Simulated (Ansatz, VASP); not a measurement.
## One calculation of SnH5, two programs

```
CELL_PARAMETERS angstrom
3.60351 0.00000 0.00000
-1.80176 3.12073 0.00000
0.00000 0.00000 11.69948
ATOMIC_POSITIONS crystal
Sn 0.66667 0.33333 0.00000
H 0.00000 0.00000 0.00000
H 0.00000 0.00000 0.32285
H 0.00000 0.00000 0.67715
H 0.00000 0.00000 0.61299
H 0.00000 0.00000 0.38701
```

Alike in both runs: functional PBE; k mesh 12 × 12 × 4; occupations gaussian, width 0.1 eV; no spin polarisation.

Ansatz relaxed the structure, and its values are those at the end. VASP's run is a single point on that final structure, the one shown.

```csv
,VASP,Ansatz
version,VASP 6.6.1,Ansatz 0.2.0
potentials or method,"VASP PAW PBE potentials, release 64 (Sn_d, H), cutoff 520 eV","scalar-relativistic, plane waves, PAW"
valence electrons in the cell,19,19
```

Ansatz gave:

* gap on the k mesh at the Fermi level (eV): none
* pressure (GPa): 0.0
* rms of the force components (eV/Å): 0.001

Task: Estimate VASP's values.

Result: gap on the k mesh at the Fermi level (eV): none; pressure (GPa): -0.1; rms of the force components (eV/Å): 0.004.

A gap of «none» marks a metal or a gap that the smearing closes. With one functional, cell and mesh, what is left measures potentials, basis and numerics.
